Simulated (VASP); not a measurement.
# Cu (R-3m) in VASP: single point with PBEsol

Aim: the single point of Cu with PBEsol.

Everything below comes from runs of VASP 6.6.1. Logs are shortened: lines on timing, memory, paths and dates and some standing lists are left out, and cuts for length are marked.

**1. The cell of the first run**

The typed cell holds 3 atoms: a = 2.522 Å, b = 2.522 Å, c = 6.163 Å, α = 90.00°, β = 90.00°, γ = 120.00°.

**2. Single point, PBEsol**

Input file INCAR:

```
ALGO = Fast ; EDIFF = 1E-7
ENCUT = 520 ; GGA = PS
ISIF = 2 ; ISMEAR = 0
LASPH = True ; LCHARG = False
LREAL = False ; LWAVE = False
NBANDS = 24 ; NELM = 80
PREC = Accurate ; SIGMA = 0.1
```

Input file KPOINTS:

```
k-points
0
Gamma
  30 30 14
```

Input file POSCAR:

```
Cu
1.0
    2.5221041493      0.0000000000      0.0000000000
   -1.2610520747      2.1842062643      0.0000000000
    0.0000000000      0.0000000000      6.1629787486
Cu
3
Direct
    0.0000000000      0.0000000000      0.0000000000
    0.3333333333      0.6666666667      0.3333333333
    0.6666666667      0.3333333333      0.6666666667
```

Potentials or basis: VASP PAW PBE potentials, release 64 (Cu).

Command:

```bash
> cat potpaw_PBE.64/Cu/POTCAR > POTCAR
> mpirun -np 1 vasp_std > vasp.out
```

OUTCAR:

```text
EDIFF = 1E-7
   ENCUT = 520
   GGA = PS
   ISIF = 2
   ISMEAR = 0
   LASPH = True
   LREAL = False
   NELM = 80
   PREC = Accurate

 ion  position               nearest neighbor table
   1  0.000  0.000  0.000-   2 2.52   3 2.52   3 2.52   2 2.52   3 2.52   2 2.52
   2  0.333  0.667  0.333-   1 2.52   1 2.52   1 2.52   3 2.52   3 2.52   3 2.52
   3  0.667  0.333  0.667-   1 2.52   1 2.52   1 2.52   2 2.52   2 2.52   2 2.52

  LATTYP: Found a hexagonal cell.
 ALAT       =     2.5221041493
 C/A-ratio  =     2.4435861423

  Lattice vectors:

 A1 = (   2.5221041493,   0.0000000000,   0.0000000000)
 A2 = (  -1.2610520747,   2.1842062643,   0.0000000000)
 A3 = (   0.0000000000,   0.0000000000,   6.1629787486)

Analysis of symmetry for initial positions (statically):
=====================================================================
 Subroutine PRICEL returns following result:

  LATTYP: Found a trigonal (rhomboedric) cell.
 ALAT       =     2.5180533726
 COS(alpha) =     0.4983900123

  Lattice vectors:

 A1 = (   1.2610520744,   0.7280687549,  -2.0543262499)
 A2 = (   0.0000000002,  -1.4561375096,  -2.0543262493)
 A3 = (  -1.2610520745,   0.7280687547,  -2.0543262493)

   3 primitive cells build up your supercell.

 Routine SETGRP: Setting up the symmetry group for a
 hexagonal supercell.

 Subroutine GETGRP returns: Found 12 space group operations
 (whereof 12 operations were pure point group operations)
 out of a pool of 24 trial point group operations.

The static configuration has the point symmetry D_3d.

Analysis of symmetry for dynamics (positions and initial velocities):
=====================================================================
 Subroutine PRICEL returns following result:

  LATTYP: Found a trigonal (rhomboedric) cell.
 ALAT       =     2.5180533726
 COS(alpha) =     0.4983900123

  Lattice vectors:

 A1 = (   1.2610520744,   0.7280687549,  -2.0543262499)
 A2 = (   0.0000000002,  -1.4561375096,  -2.0543262493)
 A3 = (  -1.2610520745,   0.7280687547,  -2.0543262493)

   3 primitive cells build up your supercell.

 Routine SETGRP: Setting up the symmetry group for a
 hexagonal supercell.

 Subroutine GETGRP returns: Found 12 space group operations
 (whereof 12 operations were pure point group operations)
 out of a pool of 24 trial point group operations.

The dynamic configuration has the point symmetry D_3d.

 Subroutine INISYM returns: Found 12 space group operations
 (whereof 12 operations are pure point group operations),
 and found     3 'primitive' translations

----------------------------------------------------------------------------------------

                                     Primitive cell

  volume of cell :      11.3169

  direct lattice vectors                    reciprocal lattice vectors
     1.261052074  0.728068755 -2.054326250     0.396494332  0.228916109 -0.162259200
     0.000000000 -1.456137510 -2.054326249     0.000000000 -0.457832219 -0.162259200
    -1.261052075  0.728068755 -2.054326249    -0.396494332  0.228916109 -0.162259200

  length of vectors
     2.518053373  2.518053372  2.518053372     0.485734895  0.485734895  0.485734895

  position of ions in fractional coordinates (direct lattice)
     0.000000000  0.000000000  0.000000000

  ion indices of the primitive-cell ions
   primitive index   ion index
                 1           1

----------------------------------------------------------------------------------------

 KPOINTS: k-points

Automatic generation of k-mesh.
 Grid dimensions read from file:
 generate k-points for:   30   30   14

 Generating k-lattice:

  Cartesian coordinates                     Fractional coordinates (reciprocal lattice)
     0.013216478  0.007630537  0.000000000     0.033333333  0.000000000  0.000000000
     0.000000000  0.015261074  0.000000000     0.000000000  0.033333333  0.000000000
     0.000000000  0.000000000  0.011589943     0.000000000  0.000000000  0.071428571

  Length of vectors
     0.015261074  0.015261074  0.011589943

  Shift w.r.t. Gamma in fractional coordinates (k-lattice)
     0.000000000  0.000000000  0.000000000

 Subroutine IBZKPT returns following result:
 ===========================================

 Found   1178 irreducible k-points:

 Following reciprocal coordinates:
            Coordinates               Weight
  0.000000  0.000000  0.000000      1.000000
  0.033333  0.000000  0.000000      6.000000
  0.066667  0.000000  0.000000      6.000000
  0.100000  0.000000  0.000000      6.000000
  0.133333  0.000000  0.000000      6.000000
  0.166667  0.000000  0.000000      6.000000
[... 16 lines left out ...]
  0.233333  0.033333  0.000000     12.000000
  0.266667  0.033333  0.000000     12.000000
 [... further k-points ...]
   k-points           NKPTS =   1178   k-points in BZ     NKDIM =   1178   number of bands    NBANDS=     24
   number of dos      NEDOS =    301   number of ions     NIONS =      3
   total plane-waves  NPLWV =  19200
   dimension x,y,z NGX =    20 NGY =   20 NGZ =   48
   dimension x,y,z NGXF=    40 NGYF=   40 NGZF=   96
   ions per type =               3
   NGX,Y,Z   is equivalent  to a cutoff of  13.18, 13.18, 12.95 a.u.
   NGXF,Y,Z  is equivalent  to a cutoff of  26.37, 26.37, 25.90 a.u.
 SYSTEM =  unknown system
   PREC   = accura    normal or accurate (medium, high low for compatibility)
   ISTART =      0    job   : 0-new  1-cont  2-samecut
   ICHARG =      2    charge: 1-file 2-atom 10-const
   ISPIN  =      1    spin polarized calculation?
   LNONCOLLINEAR =      F non collinear calculations
   LSORBIT =      F    spin-orbit coupling
   LASPH  =      T    aspherical Exc in radial PAW
   ENCUT  =  520.0 eV  38.22 Ry    6.18 a.u.   4.69  4.69 11.46*2*pi/ulx,y,z
   NELM   =     80;   NELMIN=  2; NELMDL= -5     # of ELM steps
   EDIFF  = 0.1E-06   stopping-criterion for ELM
   LREAL  =      F    real-space projection
   EDIFFG = 0.1E-05   stopping-criterion for IOM
   NSW    =      0    number of steps for IOM
   IBRION =     -1    ionic relax: 0-MD 1-quasi-New 2-CG
   NFREE  =      0    steps in history (QN), initial steepest desc. (CG)
   ISIF   =      2    stress and relaxation
   ISYM   =      2    0-nonsym 1-usesym 2-fastsym
   POTIM  = 0.5000    time-step for ionic-motion
   TEBEG  =    0.0;   TEEND  =   0.0 temperature during run
   PSTRESS=    0.0 pullay stress
   NELECT =      33.0000    total number of electrons
   NUPDOWN=      -1.0000    fix difference up-down
   EMIN   =  10.00;   EMAX   =-10.00  energy-range for DOS
   EFERMI =   0.00;   METHOD = LEGACY
   ISMEAR =     0;   SIGMA  =   0.10  broadening in eV -4-tet -1-fermi 0-gaus
   EFERMI_NEDOS =   21; number of points for ismear=-14 and -15
   IALGO  =     68    algorithm
   IMIX   =      4    mixing-type and parameters
     AMIX     =   0.40;   BMIX     =  1.00
     AMIX_MAG =   1.60;   BMIX_MAG =  1.00
  volume/ion in A,a.u.               =      11.32        76.37
  Fermi-wavevector in a.u.,A,eV,Ry     =   1.621675  3.064521 35.780987  2.629828
  Thomas-Fermi vector in A             =   2.715412
   LORBIT       =      0    0 simple, 1 ext, 2 COOP (PROOUT), +10 PAW based schemes
   GGA     = PS    functional components
   LHFCALC =     F    Hartree Fock is set to
   AEXX    =    0.0000 exact exchange contribution
   IVDW    =     0    specifies the selected vdW correction
   LEPSILON=     F    determine dielectric tensor
   LRPA    =     F    only Hartree local field effects (RPA)
 non-spin polarized calculation
 RMM-DIIS sequential band-by-band and
 Gauss-broadening in eV      SIGMA  =   0.10
  energy-cutoff  :      520.00
  volume of cell :       33.95
 maximum number of plane-waves:       930
 NGX is ok and might be reduce to    20
   NGX =  9   NGY =  9   NGZ = 23

 number of electron      32.9999980 magnetization

 Free energy of the ion-electron system (eV)
  ---------------------------------------------------
  ext. energy  EPLUGINS =         0.00000000
  ---------------------------------------------------
  free energy    TOTEN  =       -12.92798346 eV

  energy without entropy =      -12.92382944  energy(sigma->0) =      -12.92590645

 E-fermi :   7.9553     XC(G=0): -13.1590

 val. band max:        7.9535289479   @ k =  -0.1333  -0.4667   0.3571
 cond. band min:       7.9636971821   @ k =  -0.0333   0.4333   0.1429
 fundamental gap:      0.0101682342
 Fermi energy:         7.9553486863

 k-point     1 :       0.0000    0.0000    0.0000
  band No.  band energies     occupation
      1      -1.7805      2.00000
      2       1.6833      2.00000
      3       1.6833      2.00000
      4       4.7600      2.00000
      5       4.7600      2.00000
      6       4.7727      2.00000
[... 16 lines left out ...]
     23      30.8491      0.00000
     24      30.8573      0.00000

 k-point     2 :       0.0333    0.0000    0.0000
  band No.  band energies     occupation
      1      -1.7434      2.00000
      2       1.7128      2.00000
      3       1.7130      2.00000
      4       4.7223      2.00000
      5       4.7258      2.00000
      6       4.7635      2.00000
[... 16 lines left out ...]
     23      29.8266      0.00000
     24      30.7222      0.00000

 k-point     3 :       0.0667    0.0000    0.0000
  band No.  band energies     occupation
      1      -1.6323      2.00000
      2       1.7994      2.00000
      3       1.8015      2.00000
      4       4.6184      2.00000
      5       4.6425      2.00000
      6       4.7364      2.00000
[... 16 lines left out ...]
     23      29.1475      0.00000
     24      30.1267      0.00000
[... 514 lines left out ...]
 k-point    23 :       0.2333    0.0333    0.0000
  band No.  band energies     occupation
      1       0.2136      2.00000
      2       2.7977      2.00000
      3       3.0215      2.00000
      4       3.7987      2.00000
      5       4.2151      2.00000
      6       4.4015      2.00000
[... 16 lines left out ...]
     23      22.4827      0.00000
     24      23.6527      0.00000

 k-point    24 :       0.2667    0.0333    0.0000
  band No.  band energies     occupation
      1       0.7131      2.00000
      2       2.8822      2.00000
      3       3.2095      2.00000
      4       3.6820      2.00000
      5       4.2595      2.00000
      6       4.3516      2.00000
[... 16 lines left out ...]
     23      21.1267      0.00000
     24      23.0140      0.00000

 [... further k-points ...]
[... 5 lines left out ...]
  --------------------------------------------------------------------------------------
  -------------------------------------------------------------------------------------
  Total        0.0955696      0.0955696      0.2205330     -0.0000000      0.0000000      0.0000000
  in kB        4.5100668      4.5100668     10.4072703     -0.0000000      0.0000000      0.0000000
  external PRESSURE =       6.4758013 kB  Pullay stress =       0.0000000 kB

 VOLUME and BASIS-vectors are now :
 -----------------------------------------------------------------------------
  energy-cutoff  :      520.00
  volume of cell :       33.95
      direct lattice vectors                 reciprocal lattice vectors
     2.522104149  0.000000000  0.000000000     0.396494332  0.228916109  0.000000000
    -1.261052075  2.184206264  0.000000000     0.000000000  0.457832219  0.000000000
     0.000000000  0.000000000  6.162978749     0.000000000  0.000000000  0.162259200

 POSITION                                       TOTAL-FORCE (eV/Angst)
 -----------------------------------------------------------------------------------
      0.00000      0.00000      0.00000         0.000000      0.000000     -0.000000
     -0.00000      1.45614      2.05433        -0.000000     -0.000000      0.000000
      1.26105      0.72807      4.10865        -0.000000      0.000000     -0.000000
 -----------------------------------------------------------------------------------
    total drift:                               -0.000000      0.000000      0.000000

  FREE ENERGIE OF THE ION-ELECTRON SYSTEM (eV)
  ---------------------------------------------------
  free  energy   TOTEN  =       -12.9279834629 eV

  energy  without entropy=      -12.9238294374  energy(sigma->0) =      -12.92590645
```

It took 23 min on 1 thread of Intel Xeon 8259CL, shared host; peak memory 0.75 GiB.

What came out:

| Item | Value |
| --- | --- |
| Free energy | -12.9280 eV |
| Pressure | 0.6 GPa |
| Band gap on the k mesh | zero (an odd number of electrons rules out a gap without spin polarisation) |

Levels at points of the mesh, in eV from the Fermi level:
```
           k point  band 14  band 15  band 16  band 17  band 18  band 19  band 20  band 21
(0.00, 0.00, 0.00)    -2.29    -1.97    -1.97    -1.97    -1.97     8.90     8.90    22.10
(0.50, 0.00, 0.00)    -1.53    -1.53     0.44     0.44     1.41     5.19     5.19     7.38
(0.00, 0.00, 0.50)    -2.32    -2.32    -1.68    -1.68    -1.16     3.97    17.11    17.11
(0.50, 0.00, 0.50)    -1.62    -1.62    -1.19     1.20     1.20     3.93     9.17     9.17
```

Caveat: the PAW data sets were made with another functional, which shifts forces and pressure a little.
